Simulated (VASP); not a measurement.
Set up this calculation in VASP 6.6.1, as the native input.

| Quantity | Value |
| --- | --- |
| Task | single point |
| Functional | PBE |
| Potentials or basis | VASP PAW PBE potentials, release 64 (Li_sv, Cl) |
| Cutoff | 520 eV |
| k mesh | 8 × 8 × 8 |
| Occupations | gaussian, width 0.02 eV |
| Spin | no spin polarisation |
| Dipole correction | no |
| Further INCAR settings | ALGO = Normal; EDIFF = 1e-06; NBANDS = 12 |

The structure of LiCl lies in POSCAR:

```
LiCl
1.0
    0.0000000000      2.6006339353      2.6006339353
    2.6006339353      0.0000000000      2.6006339353
    2.6006339353      2.6006339353      0.0000000000
Li Cl
1 1
Direct
    0.0000000000      0.0000000000      0.0000000000
    0.5000000000      0.5000000000      0.5000000000
```

This cell differs from its parent crystal: volume scaled by 1.03.

The input as run:

INCAR

```
SYSTEM = LiCl
ALGO = Normal
EDIFF = 1E-6
ENCUT = 520
GGA = PE
ISIF = 2
ISMEAR = 0
LASPH = .True.
LCHARG = .False.
LREAL = .False.
LWAVE = .False.
NBANDS = 12
NELM = 100
PREC = Accurate
SIGMA = 0.02
```

KPOINTS

```
k-points
0
Gamma
  8 8 8
  0 0 0
```

Potentials or basis: VASP PAW PBE potentials, release 64 (Li_sv, Cl).

Launch:

```console
$ cat potpaw_PBE.64/Li_sv/POTCAR potpaw_PBE.64/Cl/POTCAR > POTCAR
$ mpirun -np 1 vasp_std > vasp.out
```

It gave:

| Property | Result |
| --- | --- |
| Band gap on the k mesh | 6.11 eV, direct |

Wall time 10 s on 1 thread of AMD EPYC 7R13 Processor (Zen 3), with other jobs on the host, peak memory 0.12 GiB.
